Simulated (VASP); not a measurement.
Write the native input for VASP 6.6.1 that does the following.

* Task: single point
* Functional: LDA
* Potentials or basis: VASP PAW LDA potentials, release 64 (Te, Pt)
* Cutoff: 520 eV
* k mesh: 12 × 12 × 8
* Occupations: gaussian, width 0.15 eV
* Spin: collinear spin
* Starting moments: [0.0, 0.0, 0.125, 0.125] μB
* Fixed moment: 0.25 μB
* Dipole correction: no
* Further INCAR settings: ALGO = Normal; EDIFF = 1e-06; NBANDS = 28

The structure of TePt lies in POSCAR:

```
TePt
1.0
    4.0231984860      0.0000000000      0.0000000000
   -2.0115992430      3.4841920933      0.0000000000
    0.0000000000      0.0000000000      5.2745134137
Te Pt
2 2
Direct
    0.3333333333      0.6666666667      0.2500000000
    0.6666666667      0.3333333333      0.7500000000
    0.0000000000      0.0000000000      0.0000000000
    0.0000000000      0.0000000000      0.5000000000
```

One way to write it, as run:

INCAR

```
PREC = Accurate
ENCUT = 520
EDIFF = 1E-6
ISMEAR = 0
SIGMA = 0.15
LREAL = F
LASPH = T
NELM = 150
ALGO = Normal
ISIF = 2
LWAVE = F
LCHARG = T
ISPIN = 2
MAGMOM = 0 0 0.125 0.125
LORBIT = 11
NUPDOWN = 0.25
LMAXMIX = 4
GGA = CA
LELF = T
LVHAR = T
NBANDS = 28
```

KPOINTS

```
Automatic mesh
0
Gamma
  12 12 8
```

Potentials or basis: VASP PAW LDA potentials, release 64 (Te, Pt).

Command:

```console
$ cat potpaw_LDA.64/Te/POTCAR potpaw_LDA.64/Pt/POTCAR > POTCAR
$ mpirun -np 1 vasp_std > vasp.out
```

It gave:

```json
{"Pressure": "26.3 GPa", "Net moment": "0.25 μB per cell", "Site moments": "Te +0.04; Pt +0.06 μB", "Valence electrons inside the program's atomic spheres": "Te 3.45; Pt 9.73"}
```

Caveat: the cell stands under pressure; the total moment is fixed, so each spin has its own Fermi level and the state may be an excited one.

Run time: 8.3 min on 1 thread of Intel Xeon 8259CL, with other jobs on the host, peak memory 0.38 GiB.
